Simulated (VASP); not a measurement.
## Ba16O (a cell with a defect): single point with PBE+D3(BJ)

System: Ba16O (a cell with a defect).

```xyz
17
Lattice="10.0400 0.0000 0.0000 0.0000 10.0400 0.0000 0.0000 0.0000 10.0400" Properties=species:S:1:pos:R:3 pbc="T T T"
Ba    0.0015   -0.0209    0.3100
Ba    5.0228   -0.0428    0.0525
Ba    0.0023    4.8646   -0.1175
Ba    0.0015   -0.0199    4.6997
Ba    2.6264    2.6693    2.5050
Ba    5.0223    5.1139   -0.0829
Ba    5.0228   -0.0424    4.9574
Ba    7.4182    2.6701    2.5051
Ba    0.0023    4.8635    5.1271
Ba    2.1965    7.5579    2.5059
Ba    2.5910    2.4216    7.5248
Ba    5.0223    5.1133    5.0928
Ba    7.8481    7.5571    2.5060
Ba    7.4533    2.4223    7.5248
Ba    2.4542    7.5768    7.5242
Ba    7.5904    7.5764    7.5241
O     0.0023    8.7897    2.5048
```

| Property | Result |
| --- | --- |
| Program | VASP 6.6.1 |
| Task | single point |
| Functional | PBE |
| Dispersion | D3(BJ) |
| Potentials or basis | VASP PAW PBE potentials, release 64 (Ba_sv, O) |
| Cutoff | 520 eV |
| k mesh | 2 × 2 × 2 |
| Occupations | gaussian, width 0.15 eV |
| Spin | no spin polarisation |

```json
{
 "Pressure": "-0.1 GPa",
 "Largest force": "0.219 eV/Å",
 "Band gap on the k mesh": "zero (bands 83 and 84 overlap by 0.41 eV)",
 "Dispersion energy per atom": "-0.192 eV"
}
```

Forces in eV/Å, atoms in the order of the input:
```
Ba   0.001  0.104 -0.193
Ba  -0.001  0.001 -0.001
Ba   0.000  0.003 -0.003
Ba   0.001  0.104  0.193
Ba   0.002 -0.003  0.000
Ba   0.000  0.002 -0.001
Ba   0.000  0.001  0.001
Ba  -0.004 -0.003  0.000
Ba   0.000  0.004  0.004
Ba   0.193 -0.105 -0.001
Ba   0.001 -0.002  0.001
Ba   0.000  0.003  0.001
Ba  -0.192 -0.104 -0.001
Ba  -0.001 -0.002  0.001
Ba   0.000 -0.001  0.000
Ba   0.000 -0.001  0.000
O    0.000  0.000 -0.001
```

Stress tensor (GPa, compression positive):
```
-0.17  0.00  0.00
 0.00 -0.07  0.00
 0.00  0.00 -0.17
```

Levels at points of the mesh, in eV from the Fermi level:
```tsv
k point	band 80	band 81	band 82	band 83	band 84	band 85	band 86	band 87
(0.00, 0.00, 0.00)	-0.72	-0.64	-0.33	-0.31	0.43	0.46	0.47	0.47
(0.50, 0.00, 0.00)	-0.31	-0.29	-0.28	-0.25	-0.17	-0.03	0.04	0.49
(0.00, 0.50, 0.00)	-0.33	-0.28	-0.24	-0.12	-0.12	-0.03	0.11	0.47
(0.00, 0.00, 0.50)	-0.31	-0.29	-0.28	-0.25	-0.17	-0.03	0.04	0.49
(0.50, 0.50, 0.00)	-0.26	-0.25	-0.23	-0.20	0.10	0.15	0.21	0.24
(0.00, 0.50, 0.50)	-0.26	-0.25	-0.23	-0.20	0.10	0.15	0.21	0.24
(0.50, 0.00, 0.50)	-0.23	-0.23	-0.15	-0.15	-0.09	0.12	0.18	0.21
(0.50, 0.50, 0.50)	0.16	0.23	0.23	0.24	0.24	0.29	0.29	0.29
```

Wall time 28 min on 1 thread of Oxide Virtual Turin-like Processor (shared host), peak memory 1.2 GiB.

Caveat: spin-orbit coupling is left out, which moves the levels of the heavy elements.
